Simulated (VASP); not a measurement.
# Zn (C2/m) in VASP: notebook

Runs on Zn. Level: PBEsol. Tasks: single point.

All numbers are computed with VASP 6.6.1; they aren't measurements. Logs are shortened: lines on timing, memory, paths and dates and some standing lists are left out, and cuts for length are marked.

**1. The cell of the first run**

It takes space group C2/m (No. 12, monoclinic). Conventional cell: a = 4.616 Å, b = 2.665 Å, c = 4.947 Å, α = 90.00°, β = 90.86°, γ = 90.00°. Zn (site symmetry m) has 12 Zn at 2.66 to 2.93 Å within 3.5 Å.

**2. Single point, PBEsol (strain +0.0150 x Voigt [0, 0, 0, 1, 0, 0])**

Input file INCAR:

```
PREC = Accurate
ENCUT = 520
EDIFF = 1E-7
ISMEAR = 0
SIGMA = 0.15
LREAL = F
LASPH = T
NELM = 80
ALGO = Fast
ISIF = 2
LWAVE = F
LCHARG = F
GGA = PS
NBANDS = 19
```

Input file KPOINTS:

```
Automatic mesh
0
Gamma
  24 24 10
```

Input file POSCAR:

```
Zn
1.0
    2.6647980532      0.0000000000      0.0000000000
   -1.3323990266      2.3077828100      0.0173083711
    0.0000000000      0.0371002500      4.9467000000
Zn
2
Direct
    0.3333333333      0.6666666667      0.2500000000
    0.6666666667      0.3333333333      0.7500000000
```

Potentials or basis: VASP PAW PBE potentials, release 64 (Zn).

Started as:

```bash
$ cat potpaw_PBE.64/Zn/POTCAR > POTCAR
$ mpirun -np 1 vasp_std > vasp.out
```

OUTCAR:

```text
PREC = Accurate
   ENCUT = 520
   EDIFF = 1E-7
   ISMEAR = 0
   LREAL = F
   LASPH = T
   NELM = 80
   ISIF = 2
   GGA = PS

 ion  position               nearest neighbor table
   1  0.333  0.667  0.250-   2 2.89   2 2.90   2 2.90   2 2.92   2 2.92   2 2.93
   2  0.667  0.333  0.750-   1 2.89   1 2.90   1 2.90   1 2.92   1 2.92   1 2.93

  LATTYP: Found a base centered monoclinic cell.
 ALAT       =     4.6156954310
 B/A-ratio  =     0.5773340319
 C/A-ratio  =     1.0717429687
 COS(beta)  =    -0.0149991563

  Lattice vectors:

 A1 = (  -1.3323990266,  -2.3077828100,  -0.0173083711)
 A2 = (   1.3323990266,  -2.3077828100,  -0.0173083711)
 A3 = (   0.0000000000,   0.0371002500,   4.9467000000)

Analysis of symmetry for initial positions (statically):
=====================================================================
 Subroutine PRICEL returns:
 Original cell was already a primitive cell.

 Routine SETGRP: Setting up the symmetry group for a
 base centered monoclinic supercell.

 Subroutine GETGRP returns: Found  4 space group operations
 (whereof  4 operations were pure point group operations)
 out of a pool of  4 trial point group operations.

The static configuration has the point symmetry C_2h.

Analysis of symmetry for dynamics (positions and initial velocities):
=====================================================================
 Subroutine PRICEL returns:
 Original cell was already a primitive cell.

 Routine SETGRP: Setting up the symmetry group for a
 base centered monoclinic supercell.

 Subroutine GETGRP returns: Found  4 space group operations
 (whereof  4 operations were pure point group operations)
 out of a pool of  4 trial point group operations.

The dynamic configuration has the point symmetry C_2h.

 Subroutine INISYM returns: Found  4 space group operations
 (whereof  4 operations are pure point group operations),
 and found     1 'primitive' translations

----------------------------------------------------------------------------------------

                                     Primitive cell

  volume of cell :      30.4194

  direct lattice vectors                    reciprocal lattice vectors
     2.664798053  0.000000000  0.000000000     0.375262958  0.216670358 -0.001625028
    -1.332399027  2.307782810  0.017308371     0.000000000  0.433340715 -0.003250055
     0.000000000  0.037100250  4.946700000     0.000000000 -0.001516248  0.202166344

  length of vectors
     2.664798053  2.664854263  4.946839124     0.433325481  0.433352903  0.202172030

  position of ions in fractional coordinates (direct lattice)
     0.333333333  0.666666667  0.250000000
     0.666666667  0.333333333  0.750000000

  ion indices of the primitive-cell ions
   primitive index   ion index
                 1           1
                 2           2

----------------------------------------------------------------------------------------

 KPOINTS: Automatic mesh

Automatic generation of k-mesh.
 Grid dimensions read from file:
 generate k-points for:   24   24   10

 Generating k-lattice:

  Cartesian coordinates                     Fractional coordinates (reciprocal lattice)
     0.015635957  0.009027932 -0.000067709     0.041666667 -0.000000000  0.000000000
     0.000000000  0.018055863 -0.000135419     0.000000000  0.041666667  0.000000000
     0.000000000 -0.000151625  0.020216634     0.000000000 -0.000000000  0.100000000

  Length of vectors
     0.018055228  0.018056371  0.020217203

  Shift w.r.t. Gamma in fractional coordinates (k-lattice)
     0.000000000  0.000000000  0.000000000

 Subroutine IBZKPT returns following result:
 ===========================================

 Found   1514 irreducible k-points:

 Following reciprocal coordinates:
            Coordinates               Weight
  0.000000  0.000000  0.000000      1.000000
  0.041667 -0.000000  0.000000      4.000000
  0.083333 -0.000000  0.000000      4.000000
  0.125000 -0.000000  0.000000      4.000000
  0.166667 -0.000000  0.000000      4.000000
  0.208333 -0.000000  0.000000      4.000000
[... 16 lines left out ...]
  0.375000  0.041667  0.000000      4.000000
  0.416667  0.041667  0.000000      4.000000
 [... further k-points ...]
   k-points           NKPTS =   1514   k-points in BZ     NKDIM =   1514   number of bands    NBANDS=     19
   number of dos      NEDOS =    301   number of ions     NIONS =      2
   total plane-waves  NPLWV =  16000
   dimension x,y,z NGX =    20 NGY =   20 NGZ =   40
   dimension x,y,z NGXF=    40 NGYF=   40 NGZF=   80
   ions per type =               2
   NGX,Y,Z   is equivalent  to a cutoff of  12.48, 12.48, 13.44 a.u.
   NGXF,Y,Z  is equivalent  to a cutoff of  24.95, 24.95, 26.89 a.u.
 SYSTEM =  unknown system
   PREC   = accura    normal or accurate (medium, high low for compatibility)
   ISTART =      0    job   : 0-new  1-cont  2-samecut
   ICHARG =      2    charge: 1-file 2-atom 10-const
   ISPIN  =      1    spin polarized calculation?
   LNONCOLLINEAR =      F non collinear calculations
   LSORBIT =      F    spin-orbit coupling
   LASPH  =      T    aspherical Exc in radial PAW
   ENCUT  =  520.0 eV  38.22 Ry    6.18 a.u.   4.95  4.95  9.20*2*pi/ulx,y,z
   NELM   =     80;   NELMIN=  2; NELMDL= -5     # of ELM steps
   EDIFF  = 0.1E-06   stopping-criterion for ELM
   LREAL  =      F    real-space projection
   EDIFFG = 0.1E-05   stopping-criterion for IOM
   NSW    =      0    number of steps for IOM
   IBRION =     -1    ionic relax: 0-MD 1-quasi-New 2-CG
   NFREE  =      0    steps in history (QN), initial steepest desc. (CG)
   ISIF   =      2    stress and relaxation
   ISYM   =      2    0-nonsym 1-usesym 2-fastsym
   POTIM  = 0.5000    time-step for ionic-motion
   TEBEG  =    0.0;   TEEND  =   0.0 temperature during run
   PSTRESS=    0.0 pullay stress
   NELECT =      24.0000    total number of electrons
   NUPDOWN=      -1.0000    fix difference up-down
   EMIN   =  10.00;   EMAX   =-10.00  energy-range for DOS
   EFERMI =   0.00;   METHOD = LEGACY
   ISMEAR =     0;   SIGMA  =   0.15  broadening in eV -4-tet -1-fermi 0-gaus
   EFERMI_NEDOS =   21; number of points for ismear=-14 and -15
   IALGO  =     68    algorithm
   IMIX   =      4    mixing-type and parameters
     AMIX     =   0.40;   BMIX     =  1.00
     AMIX_MAG =   1.60;   BMIX_MAG =  1.00
  volume/ion in A,a.u.               =      15.21       102.64
  Fermi-wavevector in a.u.,A,eV,Ry     =   1.512731  2.858648 31.134972  2.288356
  Thomas-Fermi vector in A             =   2.622616
   LORBIT       =      0    0 simple, 1 ext, 2 COOP (PROOUT), +10 PAW based schemes
   GGA     = PS    functional components
   LHFCALC =     F    Hartree Fock is set to
   AEXX    =    0.0000 exact exchange contribution
   IVDW    =     0    specifies the selected vdW correction
   LEPSILON=     F    determine dielectric tensor
   LRPA    =     F    only Hartree local field effects (RPA)
 non-spin polarized calculation
 RMM-DIIS sequential band-by-band and
 Gauss-broadening in eV      SIGMA  =   0.15
  energy-cutoff  :      520.00
  volume of cell :       30.42
 maximum number of plane-waves:       845
   NGX =  9   NGY =  9   NGZ = 19

 number of electron      24.0000011 magnetization

 Free energy of the ion-electron system (eV)
  ---------------------------------------------------
  ext. energy  EPLUGINS =         0.00000000
  ---------------------------------------------------
  free energy    TOTEN  =        -3.13994296 eV

  energy without entropy =       -3.13585286  energy(sigma->0) =       -3.13789791

 E-fermi :   2.9503     XC(G=0): -11.7003

 val. band max:        2.9488066602   @ k =   0.3750   0.2500   0.5000
 cond. band min:       2.9529003188   @ k =   0.1250   0.3333   0.1000
 fundamental gap:      0.0040936586
 Fermi energy:         2.9503145713

 k-point     1 :       0.0000    0.0000    0.0000
  band No.  band energies     occupation
      1      -7.4767      2.00000
      2      -5.6473      2.00000
      3      -4.9420      2.00000
      4      -4.7108      2.00000
      5      -4.7108      2.00000
      6      -4.6608      2.00000
[... 11 lines left out ...]
     18      21.9843      0.00000
     19      21.9964      0.00000

 k-point     2 :       0.0417   -0.0000    0.0000
  band No.  band energies     occupation
      1      -7.4251      2.00000
      2      -5.6243      2.00000
      3      -4.9365      2.00000
      4      -4.7162      2.00000
      5      -4.6986      2.00000
      6      -4.6664      2.00000
[... 11 lines left out ...]
     18      21.3365      0.00000
     19      22.5537      0.00000

 k-point     3 :       0.0833   -0.0000    0.0000
  band No.  band energies     occupation
      1      -7.2712      2.00000
      2      -5.5588      2.00000
      3      -4.9220      2.00000
      4      -4.7298      2.00000
      5      -4.6814      2.00000
      6      -4.6626      2.00000
[... 11 lines left out ...]
     18      20.8695      0.00000
     19      22.8603      0.00000

 k-point     4 :       0.1250   -0.0000    0.0000
  band No.  band energies     occupation
      1      -7.0187      2.00000
      2      -5.4615      2.00000
      3      -4.9056      2.00000
      4      -4.7469      2.00000
      5      -4.6933      2.00000
      6      -4.6048      2.00000
[... 11 lines left out ...]
     18      20.2458      0.00000
     19      21.6672      0.00000

 k-point     5 :       0.1667   -0.0000    0.0000
  band No.  band energies     occupation
      1      -6.6761      2.00000
      2      -5.3535      2.00000
      3      -4.8934      2.00000
      4      -4.7685      2.00000
      5      -4.6723      2.00000
      6      -4.5709      2.00000
[... 11 lines left out ...]
     18      19.2432      0.00000
     19      20.2096      0.00000
[... 334 lines left out ...]
      2      -5.2661      2.00000
      3      -4.9939      2.00000
      4      -4.7311      2.00000
      5      -4.6012      2.00000
      6      -4.5762      2.00000
[... 11 lines left out ...]
     18      18.5814      0.00000
     19      19.0149      0.00000

 k-point    22 :       0.3333    0.0417    0.0000
  band No.  band energies     occupation
      1      -5.3808      2.00000
      2      -5.2969      2.00000
      3      -5.0756      2.00000
      4      -4.6685      2.00000
      5      -4.6440      2.00000
      6      -4.5210      2.00000
[... 11 lines left out ...]
     18      18.3042      0.00000
     19      18.5492      0.00000

 k-point    23 :       0.3750    0.0417    0.0000
  band No.  band energies     occupation
      1      -5.3964      2.00000
      2      -5.3188      2.00000
      3      -5.1368      2.00000
      4      -4.6799      2.00000
      5      -4.6174      2.00000
      6      -4.5421      2.00000
[... 11 lines left out ...]
     18      18.0943      0.00000
     19      18.1881      0.00000

 k-point    24 :       0.4167    0.0417    0.0000
  band No.  band energies     occupation
      1      -5.4198      2.00000
      2      -5.3360      2.00000
      3      -5.1774      2.00000
      4      -4.7051      2.00000
      5      -4.5866      2.00000
      6      -4.5515      2.00000
[... 11 lines left out ...]
     18      17.9260      0.00000
     19      17.9709      0.00000

 [... further k-points ...]
[... 5 lines left out ...]
  --------------------------------------------------------------------------------------
  -------------------------------------------------------------------------------------
  Total       -1.1366127     -1.1357042     -0.5932666      0.0000000     -0.1084822      0.0000000
  in kB      -59.8649634    -59.8171095    -31.2471257      0.0000000     -5.7137146      0.0000000
  external PRESSURE =     -50.3097329 kB  Pullay stress =       0.0000000 kB

 VOLUME and BASIS-vectors are now :
 -----------------------------------------------------------------------------
  energy-cutoff  :      520.00
  volume of cell :       30.42
      direct lattice vectors                 reciprocal lattice vectors
     2.664798053  0.000000000  0.000000000     0.375262958  0.216670358 -0.001625028
    -1.332399027  2.307782810  0.017308371     0.000000000  0.433340715 -0.003250055
     0.000000000  0.037100250  4.946700000     0.000000000 -0.001516248  0.202166344

 POSITION                                       TOTAL-FORCE (eV/Angst)
 -----------------------------------------------------------------------------------
     -0.00000      1.54780      1.24821         0.000000     -0.000847     -0.000089
      1.33240      0.79709      3.71579        -0.000000      0.000847      0.000089
 -----------------------------------------------------------------------------------
    total drift:                                0.000000     -0.000000      0.000000

  FREE ENERGIE OF THE ION-ELECTRON SYSTEM (eV)
  ---------------------------------------------------
  free  energy   TOTEN  =        -3.1399429584 eV

  energy  without entropy=       -3.1358528629  energy(sigma->0) =       -3.13789791
```

It took 22 min on 1 thread of Oxide Virtual Turin-like, shared host; peak memory 0.7 GiB.

Results:

```
Free energy            : -3.1399 eV
Pressure               : -5.0 GPa
Band gap on the k mesh : zero (bands 12 and 13 overlap by 4.46 eV)
```

Levels at points of the mesh, in eV from the Fermi level:
```csv
k point,band 9,band 10,band 11,band 12,band 13,band 14,band 15,band 16
"(0.00, 0.00, 0.00)",-7.28,-7.07,-7.07,-3.66,-3.05,13.60,17.23,17.38
"(0.50, 0.00, 0.00)",-6.89,-6.87,-2.86,-2.18,2.59,3.52,4.06,5.69
"(0.00, 0.50, 0.00)",-6.89,-6.87,-2.86,-2.18,2.56,3.56,4.04,5.71
"(0.00, 0.00, 0.50)",-7.17,-7.17,-7.15,-7.15,4.57,4.57,18.55,18.56
"(0.50, 0.00, 0.50)",-6.88,-6.88,-1.93,-1.85,0.03,0.16,9.95,10.25
"(0.00, 0.50, 0.50)",-6.88,-6.88,-1.97,-1.81,-0.03,0.22,9.80,10.41
```

Caveat: the cell differs from its parent crystal (strain +0.0150 x Voigt [0, 0, 0, 1, 0, 0]); the cell stands under tension; the PAW data sets were made with another functional, which shifts forces and pressure a little.

**3. Single point, PBEsol (strain +0.0050 x Voigt [0, 0, 0, 1, 0, 0])**

Input file INCAR:

```
SYSTEM = Zn
PREC     = Accurate       ! precision mode
ENCUT    = 520            ! plane-wave cutoff, eV
EDIFF    = 1E-6           ! SCF threshold, eV
ISMEAR   = 0              ! smearing method
SIGMA    = 0.15           ! smearing width, eV
LREAL    = .False.        ! projectors in reciprocal space
LASPH    = .True.         ! aspherical terms in the spheres
NELM     = 100            ! most SCF steps
ALGO     = Fast           ! electronic algorithm
ISIF     = 2              ! what is computed and relaxed
LWAVE    = .False.        ! write WAVECAR
LCHARG   = .True.         ! write CHGCAR
GGA      = PS             ! functional
LELF     = .True.         ! ELF
LVHAR    = .True.       
NBANDS   = 19             ! bands
```

Input file KPOINTS:

```
Automatic mesh
0
Gamma
  24 24 10
  0 0 0
```

Input file POSCAR:

```
Zn
1.0
    2.6647980532      0.0000000000      0.0000000000
   -1.3323990266      2.3077828100      0.0057694570
    0.0000000000      0.0123667500      4.9467000000
Zn
2
Direct
    0.3333333333      0.6666666667      0.2500000000
    0.6666666667      0.3333333333      0.7500000000
```

Potentials or basis: VASP PAW PBE potentials, release 64 (Zn).

Started as:

```bash
$ cat potpaw_PBE.64/Zn/POTCAR > POTCAR
$ mpirun -np 1 vasp_std > vasp.out
```

Wall time 15 min (1 thread of Oxide Virtual Turin-like, shared host); peak memory 0.71 GiB.

It converged, with:

| Quantity | Value |
| --- | --- |
| Free energy | -3.1406 eV |
| Pressure | -4.7 GPa |
| Band gap on the k mesh | zero (bands 12 and 13 overlap by 4.46 eV) |

Stress tensor (GPa, compression positive):
```
-5.70  0.00  0.00
 0.00 -5.70 -0.20
 0.00 -0.20 -2.80
```

Levels at points of the mesh, in eV from the Fermi level:
```csv
k point,band 8,band 9,band 10,band 11,band 12,band 13,band 14,band 15,band 16,band 17
"(0.00, 0.00, 0.00)",-7.28,-7.28,-7.07,-7.07,-3.66,-3.04,13.60,17.23,17.38,17.38
"(0.50, 0.00, 0.00)",-7.08,-6.89,-6.87,-2.86,-2.18,2.60,3.52,4.07,5.69,10.10
"(0.00, 0.50, 0.00)",-7.08,-6.89,-6.87,-2.86,-2.18,2.59,3.52,4.06,5.69,10.10
"(0.00, 0.00, 0.50)",-7.61,-7.16,-7.16,-7.15,-7.15,4.57,4.57,18.63,18.63,18.70
"(0.50, 0.00, 0.50)",-7.09,-6.88,-6.88,-1.90,-1.87,0.08,0.12,10.05,10.15,11.91
"(0.00, 0.50, 0.50)",-7.09,-6.88,-6.88,-1.91,-1.86,0.06,0.14,10.00,10.20,11.91
```

Caveat: the cell differs from its parent crystal (strain +0.0050 x Voigt [0, 0, 0, 1, 0, 0]); the cell stands under tension; the PAW data sets were made with another functional, which shifts forces and pressure a little.
